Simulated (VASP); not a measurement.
# InSb (rocksalt type) (Fm-3m) in VASP: a series of runs

InSb (rocksalt type) is run at these levels: PBE; tasks: single point.

All numbers are computed with VASP 6.6.1; they aren't measurements. Logs are shortened: lines on timing, memory, paths and dates and some standing lists are left out, and cuts for length are marked.

### Step 1. The cell of the first run

The structure is cubic, space group Fm-3m (No. 225). Conventional cell: a = 5.300 Å, b = 5.300 Å, c = 5.300 Å, α = 90.00°, β = 90.00°, γ = 90.00°. Within 3.5 Å of In (site symmetry m-3m) lie 6 Sb at 2.65 Å. Sb (site symmetry m-3m) has 6 In at 2.65 Å within 3.5 Å.

### Step 2. Single point, PBE (18.61 Å³/atom)

INCAR

```
ALGO = Normal
EDIFF = 1E-6
ENCUT = 520
GGA = PE
ISIF = 2
ISMEAR = -1
LASPH = True
LCHARG = False
LREAL = False
LWAVE = False
NBANDS = 16
NELM = 60
PREC = Accurate
SIGMA = 0.05
```

KPOINTS

```
k-points
0
Gamma
  11 11 11
```

POSCAR

```
InSb
1.0
    0.0000000000      2.6499662800      2.6499662800
    2.6499662800      0.0000000000      2.6499662800
    2.6499662800      2.6499662800      0.0000000000
In Sb
1 1
Direct
    0.0000000000      0.0000000000      0.0000000000
    0.5000000000      0.5000000000      0.5000000000
```

Potentials or basis: VASP PAW PBE potentials, release 64 (In_d, Sb).

Started as:

```console
cat potpaw_PBE.64/In_d/POTCAR potpaw_PBE.64/Sb/POTCAR > POTCAR
mpirun -np 1 vasp_std > vasp.out
```

OUTCAR:

```text
EDIFF = 1E-6
   ENCUT = 520
   GGA = PE
   ISIF = 2
   ISMEAR = -1
   LASPH = True
   LREAL = False
   NELM = 60
   PREC = Accurate

 ion  position               nearest neighbor table
   1  0.000  0.000  0.000-   2 2.65   2 2.65   2 2.65   2 2.65   2 2.65   2 2.65
   2  0.500  0.500  0.500-   1 2.65   1 2.65   1 2.65   1 2.65   1 2.65   1 2.65

  LATTYP: Found a face centered cubic cell.
 ALAT       =     5.2999325600

  Lattice vectors:

 A1 = (   0.0000000000,   2.6499662800,   2.6499662800)
 A2 = (   2.6499662800,   0.0000000000,   2.6499662800)
 A3 = (   2.6499662800,   2.6499662800,   0.0000000000)

Analysis of symmetry for initial positions (statically):
=====================================================================
 Subroutine PRICEL returns:
 Original cell was already a primitive cell.

 Routine SETGRP: Setting up the symmetry group for a
 face centered cubic supercell.

 Subroutine GETGRP returns: Found 48 space group operations
 (whereof 48 operations were pure point group operations)
 out of a pool of 48 trial point group operations.

The static configuration has the point symmetry O_h .

Analysis of symmetry for dynamics (positions and initial velocities):
=====================================================================
 Subroutine PRICEL returns:
 Original cell was already a primitive cell.

 Routine SETGRP: Setting up the symmetry group for a
 face centered cubic supercell.

 Subroutine GETGRP returns: Found 48 space group operations
 (whereof 48 operations were pure point group operations)
 out of a pool of 48 trial point group operations.

The dynamic configuration has the point symmetry O_h .

 Subroutine INISYM returns: Found 48 space group operations
 (whereof 48 operations are pure point group operations),
 and found     1 'primitive' translations

----------------------------------------------------------------------------------------

                                     Primitive cell

  volume of cell :      37.2178

  direct lattice vectors                    reciprocal lattice vectors
     0.000000000  2.649966280  2.649966280    -0.188681646  0.188681646  0.188681646
     2.649966280  0.000000000  2.649966280     0.188681646 -0.188681646  0.188681646
     2.649966280  2.649966280  0.000000000     0.188681646  0.188681646 -0.188681646

  length of vectors
     3.747618253  3.747618253  3.747618253     0.326806198  0.326806198  0.326806198

  position of ions in fractional coordinates (direct lattice)
     0.000000000  0.000000000  0.000000000
     0.500000000  0.500000000  0.500000000

  ion indices of the primitive-cell ions
   primitive index   ion index
                 1           1
                 2           2

----------------------------------------------------------------------------------------

 KPOINTS: k-points

Automatic generation of k-mesh.
 Grid dimensions read from file:
 generate k-points for:   11   11   11

 Generating k-lattice:

  Cartesian coordinates                     Fractional coordinates (reciprocal lattice)
    -0.017152877  0.017152877  0.017152877     0.090909091  0.000000000  0.000000000
     0.017152877 -0.017152877  0.017152877     0.000000000  0.090909091  0.000000000
     0.017152877  0.017152877 -0.017152877     0.000000000  0.000000000  0.090909091

  Length of vectors
     0.029709654  0.029709654  0.029709654

  Shift w.r.t. Gamma in fractional coordinates (k-lattice)
     0.000000000  0.000000000  0.000000000

 Subroutine IBZKPT returns following result:
 ===========================================

 Found     56 irreducible k-points:

 Following reciprocal coordinates:
            Coordinates               Weight
  0.000000  0.000000  0.000000      1.000000
  0.090909  0.000000  0.000000      8.000000
  0.181818  0.000000  0.000000      8.000000
  0.272727  0.000000  0.000000      8.000000
  0.363636  0.000000  0.000000      8.000000
  0.454545  0.000000  0.000000      8.000000
[... 16 lines left out ...]
 -0.272727  0.181818  0.000000     24.000000
 -0.181818  0.181818  0.000000     12.000000
 [... further k-points ...]
   k-points           NKPTS =     56   k-points in BZ     NKDIM =     56   number of bands    NBANDS=     16
   number of dos      NEDOS =    301   number of ions     NIONS =      2
   total plane-waves  NPLWV =  21952
   dimension x,y,z NGX =    28 NGY =   28 NGZ =   28
   dimension x,y,z NGXF=    56 NGYF=   56 NGZF=   56
   ions per type =               1   1
   NGX,Y,Z   is equivalent  to a cutoff of  12.42, 12.42, 12.42 a.u.
   NGXF,Y,Z  is equivalent  to a cutoff of  24.84, 24.84, 24.84 a.u.
 SYSTEM =  unknown system
   PREC   = accura    normal or accurate (medium, high low for compatibility)
   ISTART =      0    job   : 0-new  1-cont  2-samecut
   ICHARG =      2    charge: 1-file 2-atom 10-const
   ISPIN  =      1    spin polarized calculation?
   LNONCOLLINEAR =      F non collinear calculations
   LSORBIT =      F    spin-orbit coupling
   LASPH  =      T    aspherical Exc in radial PAW
   ENCUT  =  520.0 eV  38.22 Ry    6.18 a.u.   6.97  6.97  6.97*2*pi/ulx,y,z
   NELM   =     60;   NELMIN=  2; NELMDL= -5     # of ELM steps
   EDIFF  = 0.1E-05   stopping-criterion for ELM
   LREAL  =      F    real-space projection
   EDIFFG = 0.1E-04   stopping-criterion for IOM
   NSW    =      0    number of steps for IOM
   IBRION =     -1    ionic relax: 0-MD 1-quasi-New 2-CG
   NFREE  =      0    steps in history (QN), initial steepest desc. (CG)
   ISIF   =      2    stress and relaxation
   ISYM   =      2    0-nonsym 1-usesym 2-fastsym
   POTIM  = 0.5000    time-step for ionic-motion
   TEBEG  =    0.0;   TEEND  =   0.0 temperature during run
   PSTRESS=    0.0 pullay stress
   NELECT =      18.0000    total number of electrons
   NUPDOWN=      -1.0000    fix difference up-down
   EMIN   =  10.00;   EMAX   =-10.00  energy-range for DOS
   EFERMI =   0.00;   METHOD = LEGACY
   ISMEAR =    -1;   SIGMA  =   0.05  broadening in eV -4-tet -1-fermi 0-gaus
   EFERMI_NEDOS =   21; number of points for ismear=-14 and -15
   IALGO  =     38    algorithm
   IMIX   =      4    mixing-type and parameters
     AMIX     =   0.40;   BMIX     =  1.00
     AMIX_MAG =   1.60;   BMIX_MAG =  1.00
  volume/ion in A,a.u.               =      18.61       125.58
  Fermi-wavevector in a.u.,A,eV,Ry     =   1.285036  2.428366 22.467541  1.651318
  Thomas-Fermi vector in A             =   2.417194
   LORBIT       =      0    0 simple, 1 ext, 2 COOP (PROOUT), +10 PAW based schemes
   GGA     = PE    functional components
   LHFCALC =     F    Hartree Fock is set to
   AEXX    =    0.0000 exact exchange contribution
   IVDW    =     0    specifies the selected vdW correction
   LEPSILON=     F    determine dielectric tensor
   LRPA    =     F    only Hartree local field effects (RPA)
 non-spin polarized calculation
  energy-cutoff  :      520.00
  volume of cell :       37.22
 maximum number of plane-waves:      1015
   NGX = 13   NGY = 13   NGZ = 13

 number of electron      17.9999990 magnetization

 Free energy of the ion-electron system (eV)
  ---------------------------------------------------
  ext. energy  EPLUGINS =         0.00000000
  ---------------------------------------------------
  free energy    TOTEN  =        -3.98819950 eV

  energy without entropy =       -3.98002615  energy(sigma->0) =       -3.98411283

 E-fermi :  13.1966     XC(G=0): -11.8419

 val. band max:       13.1871822961   @ k =   0.2727   0.1818   0.0909
 cond. band min:      13.2533591851   @ k =  -0.4545   0.2727   0.0000
 fundamental gap:      0.0661768889
 Fermi energy:        13.1966407185

 k-point     1 :       0.0000    0.0000    0.0000
  band No.  band energies     occupation
      1      -2.4496      2.00000
      2      -2.4496      2.00000
      3      -2.4013      2.00000
      4      -2.4013      2.00000
      5      -2.4013      2.00000
      6      -1.6639      2.00000
[... 8 lines left out ...]
     15      20.6102      0.00000
     16      20.6102      0.00000

 k-point     2 :       0.0909    0.0000    0.0000
  band No.  band energies     occupation
      1      -2.4626      2.00000
      2      -2.4626      2.00000
      3      -2.4051      2.00000
      4      -2.3940      2.00000
      5      -2.3940      2.00000
      6      -1.5243      2.00000
[... 8 lines left out ...]
     15      20.1352      0.00000
     16      20.1395      0.00000

 k-point     3 :       0.1818    0.0000    0.0000
  band No.  band energies     occupation
      1      -2.5014      2.00000
      2      -2.5014      2.00000
      3      -2.4192      2.00000
      4      -2.3703      2.00000
      5      -2.3703      2.00000
      6      -1.1031      2.00000
[... 8 lines left out ...]
     15      20.6183      0.00000
     16      20.6183      0.00000

 k-point     4 :       0.2727    0.0000    0.0000
  band No.  band energies     occupation
      1      -2.5535      2.00000
      2      -2.5535      2.00000
      3      -2.4416      2.00000
      4      -2.3371      2.00000
      5      -2.3371      2.00000
      6      -0.4073      2.00000
[... 8 lines left out ...]
     15      21.6556      0.00000
     16      21.7006      0.00000
[... 324 lines left out ...]
 k-point    22 :      -0.3636    0.1818    0.0000
  band No.  band energies     occupation
      1      -2.7092      2.00000
      2      -2.6034      2.00000
      3      -2.4276      2.00000
      4      -2.3322      2.00000
      5      -2.2903      2.00000
      6       1.8086      2.00000
[... 8 lines left out ...]
     15      22.5474      0.00000
     16      24.0694      0.00000

 k-point    23 :      -0.2727    0.1818    0.0000
  band No.  band energies     occupation
      1      -2.6389      2.00000
      2      -2.6042      2.00000
      3      -2.4172      2.00000
      4      -2.3446      2.00000
      5      -2.3190      2.00000
      6       0.7599      2.00000
[... 8 lines left out ...]
     15      22.5258      0.00000
     16      26.0913      0.00000

 k-point    24 :      -0.1818    0.1818    0.0000
  band No.  band energies     occupation
      1      -2.5825      2.00000
      2      -2.5671      2.00000
      3      -2.4155      2.00000
      4      -2.3530      2.00000
      5      -2.3470      2.00000
      6      -0.1278      2.00000
[... 8 lines left out ...]
     15      22.3840      0.00000
     16      25.0239      0.00000

 [... further k-points ...]

------------------------ aborting loop because EDIFF is reached ----------------------------------------

  FORCE on cell =-STRESS in cart. coord.  units (eV):
  Direction    XX          YY          ZZ          XY          YZ          ZX
  --------------------------------------------------------------------------------------
  -------------------------------------------------------------------------------------
  Total       14.6885137     14.6885137     14.6885137     -0.0000000      0.0000000     -0.0000000
  in kB      632.3206968    632.3206968    632.3206968     -0.0000000      0.0000000     -0.0000000
  external PRESSURE =     632.3206968 kB  Pullay stress =       0.0000000 kB

 VOLUME and BASIS-vectors are now :
 -----------------------------------------------------------------------------
  energy-cutoff  :      520.00
  volume of cell :       37.22
      direct lattice vectors                 reciprocal lattice vectors
     0.000000000  2.649966280  2.649966280    -0.188681646  0.188681646  0.188681646
     2.649966280  0.000000000  2.649966280     0.188681646 -0.188681646  0.188681646
     2.649966280  2.649966280  0.000000000     0.188681646  0.188681646 -0.188681646

 POSITION                                       TOTAL-FORCE (eV/Angst)
 -----------------------------------------------------------------------------------
      0.00000      0.00000      0.00000         0.000000      0.000000      0.000000
      2.64997      2.64997      2.64997        -0.000000      0.000000     -0.000000
 -----------------------------------------------------------------------------------
    total drift:                               -0.000000      0.000000      0.000000

  FREE ENERGIE OF THE ION-ELECTRON SYSTEM (eV)
  ---------------------------------------------------
  free  energy   TOTEN  =        -3.9881995020 eV

  energy  without entropy=       -3.9800261516  energy(sigma->0) =       -3.98411283
```

Wall time 54 s (1 thread of Intel Xeon 8259CL, shared host); peak memory 0.18 GiB.

What came out:

| Quantity | Value |
| --- | --- |
| Free energy | -3.9882 eV |
| Pressure | 63.2 GPa |
| Band gap on the k mesh | zero (bands 9 and 10 overlap by 3.83 eV) |

Caveat: the cell stands under pressure; spin-orbit coupling is left out, which moves the levels of the heavy elements.

### Step 3. Single point, PBE (20.94 Å³/atom)

This run uses another cell than the first one, of 20.94 Å³/atom.

INCAR

```
SYSTEM = InSb
ALGO     = Normal         ! electronic algorithm
EDIFF    = 1E-6           ! SCF threshold, eV
ENCUT    = 520            ! plane-wave cutoff, eV
GGA      = PE             ! functional
ISIF     = 2              ! what is computed and relaxed
ISMEAR   = -1             ! smearing method
LASPH    = .TRUE.         ! aspherical terms in the spheres
LCHARG   = .FALSE.        ! write CHGCAR
LREAL    = .FALSE.        ! projectors in reciprocal space
LWAVE    = .FALSE.        ! write WAVECAR
NBANDS   = 16             ! bands
NELM     = 60             ! most SCF steps
PREC     = Accurate       ! precision mode
SIGMA    = 0.05           ! smearing width, eV
```

KPOINTS

```
k-points
0
G
  11 11 11
  0 0 0
```

POSCAR

```
InSb
1.0
    0.0000000000      2.7560759953      2.7560759953
    2.7560759953      0.0000000000      2.7560759953
    2.7560759953      2.7560759953      0.0000000000
In Sb
1 1
Direct
    0.0000000000      0.0000000000      0.0000000000
    0.5000000000      0.5000000000      0.5000000000
```

Potentials or basis: VASP PAW PBE potentials, release 64 (In_d, Sb).

Started as:

```console
cat potpaw_PBE.64/In_d/POTCAR potpaw_PBE.64/Sb/POTCAR > POTCAR
mpirun -np 1 vasp_std > vasp.out
```

It took 62 s on 1 thread of Intel Xeon 8259CL, shared host; peak memory 0.19 GiB.

The run converged. Its results:

- Free energy: -5.3781 eV
- Pressure: 35.0 GPa
- Band gap on the k mesh: zero (bands 9 and 10 overlap by 3.88 eV)

Levels at points of the mesh, in eV from the Fermi level:
| k point | band 6 | band 7 | band 8 | band 9 | band 10 | band 11 | band 12 | band 13 |
| --- | --- | --- | --- | --- | --- | --- | --- | --- |
| (0.00, 0.00, 0.00) | -13.58 | -0.19 | -0.19 | -0.19 | 2.40 | 6.34 | 6.34 | 6.34 |

Caveat: the cell stands under pressure; spin-orbit coupling is left out, which moves the levels of the heavy elements.

(Continued in part 2 of 2.)
